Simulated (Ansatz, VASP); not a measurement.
Two plane-wave programs on Ti

The input POSCAR:

```
Ti
1.0
    3.1867539460      0.0000000000      0.0000000000
    0.0000000000      3.1867539460      0.0000000000
    0.0000000000      0.0000000000      3.1867539460
Ti
2
Direct
    0.0000000000      0.0000000000      0.0000000000
    0.5000000000      0.5000000000      0.5000000000
```

The input INCAR.step1:

```
SYSTEM = Ti
PREC = Accurate ; ENCUT = 520
ISMEAR = 0 ; SIGMA = 0.1
LREAL = .False. ; LASPH = .True.
NELM = 100 ; NBANDS = 19
GGA = PE ; ALGO = Normal
EDIFF = 1E-4 ; LWAVE = .True.
LCHARG = .False.
```

File INCAR.step2:

```
SYSTEM = Ti
PREC = Accurate ; ENCUT = 520
EDIFF = 1E-7 ; ISMEAR = 0
SIGMA = 0.1 ; LREAL = .False.
LASPH = .True. ; NELM = 100
ALGO = Normal ; ISIF = 2
LWAVE = .False. ; LCHARG = .True.
METAGGA = R2SCAN ; LMIXTAU = .True.
LELF = .True. ; LVHAR = .True.
NBANDS = 19 ; ISTART = 1
```

Contents of KPOINTS:

```
regular mesh
0
Gamma
  16 16 16
  0 0 0
```

Input for Ansatz:

```yaml
crystal:
  lattice:
    - [3.186753946, 0.0, 0.0]
    - [0.0, 3.186753946, 0.0]
    - [0.0, 0.0, 3.186753946]
  atoms:
    - { symbol: Ti, position: [0.0, 0.0, 0.0] }
    - { symbol: Ti, position: [0.5, 0.5, 0.5] }
basis:
  ecutwfc: 500
kpoints:
  mp_grid: { grid: [16, 16, 16] }
hamiltonian:
  xc: r2scan
scf:
  occupations: { method: gaussian, width: 0.1 }
output:
  forces: true
  stress: true
  eigenvalues: true
  write_density: true
  write_potential: true
  elf: true
  volumetric_format: npy
```

Change from the starting cell: equal strain along all axes, cell held, atoms relaxed: -2.0 %.

Alike in both runs: task single point; functional r2SCAN; k mesh 16 × 16 × 16; occupations gaussian, width 0.1 eV; no spin polarisation.

|  | VASP | Ansatz |
| --- | --- | --- |
| version | VASP 6.6.1 | Ansatz 0.2.0 |
| potentials or method | VASP PAW PBE potentials, release 64 (Ti_sv), cutoff 520 eV | scalar-relativistic, plane waves, PAW |
| valence electrons in the cell | 24 | 24 |

VASP gave:

- gap on the k mesh at the Fermi level (eV): none
- pressure (GPa): 7.9

Task: Which values does Ansatz return?

Result: gap on the k mesh at the Fermi level (eV): none; pressure (GPa): 7.4.

VASP's potentials were made for PBE, not for r2SCAN. A gap of «none» marks a metal or a gap that the smearing closes. With one functional, cell and mesh, what is left measures potentials, basis and numerics.
